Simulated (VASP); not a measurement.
Write the native input for VASP 6.6.1 that does the following.

* Task: single point
* Functional: PBEsol
* Potentials or basis: VASP PAW PBE potentials, release 64 (Hf_pv, O)
* Cutoff: 520 eV
* k mesh: 6 × 6 × 8
* Occupations: fermi-dirac, width 0.05 eV
* Spin: no spin polarisation
* Dipole correction: no
* Further INCAR settings: ALGO = Normal; EDIFF = 1e-07; NBANDS = 31

The structure of HfO2 lies in POSCAR:

```
HfO2
1.0
    4.8768762144      0.0000000000      0.0000000000
    0.0000000000      4.8768762144      0.0000000000
    0.0000000000      0.0000000000      3.2475967658
Hf O
2 4
Direct
    0.5000000000      0.5000000000      0.5000000000
    0.0000000000      0.0000000000      0.0000000000
    0.8050448800      0.1949551200      0.5000000000
    0.6949551200      0.6949551200      0.0000000000
    0.3050448800      0.3050448800      0.0000000000
    0.1949551200      0.8050448800      0.5000000000
```

This cell differs from its parent crystal: volume scaled by 1.04.

The input as run:

INCAR

```
SYSTEM = HfO2
ALGO = Normal ; EDIFF = 1E-7
ENCUT = 520 ; GGA = PS
ISIF = 2 ; ISMEAR = -1
LASPH = .True. ; LCHARG = .False.
LREAL = .False. ; LWAVE = .False.
NBANDS = 31 ; NELM = 100
PREC = Accurate ; SIGMA = 0.05
```

KPOINTS

```
k-points
0
Gamma
  6 6 8
  0 0 0
```

Potentials or basis: VASP PAW PBE potentials, release 64 (Hf_pv, O).

Launch:

```console
$ cat potpaw_PBE.64/Hf_pv/POTCAR potpaw_PBE.64/O/POTCAR > POTCAR
$ mpirun -np 1 vasp_std > vasp.out
```

It gave:

The pressure is -9.3 GPa, the largest force is 0.151 eV/Å and the band gap on the k mesh is 3.72 eV, direct.

Caveat: the PAW data sets were made with another functional, which shifts forces and pressure a little; spin-orbit coupling is left out, which moves the levels of the heavy elements.

Run time: 47 s on 1 thread of Intel(R) Xeon(R) 6975P-C (Granite Rapids), with other jobs on the host, peak memory 0.23 GiB.
